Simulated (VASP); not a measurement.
Wanted: the native input for a VASP 6.6.1 run.

| Item | Value |
| --- | --- |
| Task | single point |
| Functional | PBE |
| Potentials or basis | VASP PAW PBE potentials, release 64 (Se, Ga_d) |
| Cutoff | 520 eV |
| k mesh | 5 × 5 × 5 |
| Occupations | fermi-dirac, width 0.05 eV |
| Spin | no spin polarisation |
| Dipole correction | no |
| Further INCAR settings | ALGO = Normal; EDIFF = 1e-06; NBANDS = 30 |

The structure of Ga3Se lies in POSCAR:

```
Ga3Se
1.0
    4.2551664000      0.0000000000      0.0000000000
    0.0000000000      4.2551664000      0.0000000000
    0.0000000000      0.0000000000      4.4324650000
Se Ga
1 3
Direct
    0.0000000000      0.0000000000      0.0000000000
    0.5000000000      0.5000000000      0.0000000000
    0.5000000000      0.0000000000      0.5000000000
    0.0000000000      0.5000000000      0.5000000000
```

The input as run:

INCAR

```
PREC = Accurate
ENCUT = 520
EDIFF = 1E-6
ISMEAR = -1
SIGMA = 0.05
LREAL = False
LASPH = True
NELM = 100
ALGO = Normal
ISIF = 2
LWAVE = False
LCHARG = True
GGA = PE
LELF = True
LVHAR = True
NBANDS = 30
```

KPOINTS

```
Automatic mesh
0
Gamma
  5 5 5
```

Potentials or basis: VASP PAW PBE potentials, release 64 (Se, Ga_d).

Run with:

```console
$ cat potpaw_PBE.64/Se/POTCAR potpaw_PBE.64/Ga_d/POTCAR > POTCAR
$ mpirun -np 1 vasp_std > vasp.out
```

Results of the run:

| Property | Result |
| --- | --- |
| Pressure | 3.6 GPa |

Run time: 82 s on 1 thread of Intel Xeon 6975P-C (shared host), peak memory 0.2 GiB.
